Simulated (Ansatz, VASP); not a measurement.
## TiO in VASP and in Ansatz

```
Ti O
1.0
     4.98909    0.00000    0.00000
    -2.49454    4.32068    0.00000
     0.00000    0.00000    2.87331
Ti O
3 3
Cartesian
  2.4945 1.4402 1.4367
  0.0000 2.8805 1.4367
  0.0000 0.0000 0.0000
  1.5106 2.6164 0.0000
  1.9679 0.0000 0.0000
  -0.9839 1.7043 0.0000
```

Alike in both runs: task relaxation of cell and atoms; functional PBEsol; k mesh 12 × 12 × 12; occupations gaussian, width 0.1 eV; no spin polarisation.

```csv
,VASP,Ansatz
version,VASP 6.6.1,Ansatz 0.2.0
potentials or method,"VASP PAW PBE potentials, release 64 (Ti_sv, O), cutoff 600 eV","scalar-relativistic, plane waves, PAW"
valence electrons in the cell,54,54
```

Ansatz gave:

- gap on the k mesh at the Fermi level, each at its own relaxed structure (eV): none
- relaxed volume (Å³/atom): 10.06
- relaxed cell length with the largest relative difference (Å): 4.958

Estimate VASP's values.

gap on the k mesh at the Fermi level, each at its own relaxed structure (eV): none; relaxed volume (Å³/atom): 10.09; relaxed cell length with the largest relative difference (Å): 4.963.

VASP's potentials were made for PBE, not for PBEsol. A gap of «none» marks a metal or a gap that the smearing closes.
